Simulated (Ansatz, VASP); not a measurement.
One calculation of Sb3As, two programs

```
CELL_PARAMETERS angstrom
3.70551 0.00000 0.00000
0.00000 3.70551 0.00000
0.00000 0.00000 7.43986
ATOMIC_POSITIONS crystal
Sb 0.50000 0.50000 0.23537
Sb 0.50000 0.50000 0.76463
Sb 0.00000 0.00000 0.50000
As 0.00000 0.00000 0.00000
```

Change from the starting cell: species swapped into the HgPb3 type (P4/mmm, No. 123).

Alike in both runs: functional PBE; k mesh 4 × 4 × 2; occupations gaussian, width 0.1 eV; no spin polarisation.

Ansatz relaxed the structure, and its values are those at the end. VASP's run is a single point on that final structure, the one shown.

|  | VASP | Ansatz |
| --- | --- | --- |
| version | VASP 6.6.1 | Ansatz 0.2.0 |
| potentials or method | VASP PAW PBE potentials, release 64 (Sb, As), cutoff 520 eV | scalar-relativistic, plane waves, PAW |
| valence electrons in the cell | 20 | 60 |

```tsv
	VASP	Ansatz	Ansatz less VASP
gap on the k mesh at the Fermi level (eV)	none	none	-
pressure (GPa)	-0.4	-0.2	+0.12
```

A gap of «none» marks a metal or a gap that the smearing closes. With one functional, cell and mesh, what is left measures potentials, basis and numerics. VASP's potentials hold 20 valence electrons a cell and Ansatz's 60, so a difference there can come from the potentials and not from the codes.

The k mesh is coarse, so the values compare programs but aren't converged. Spin-orbit coupling is off throughout.
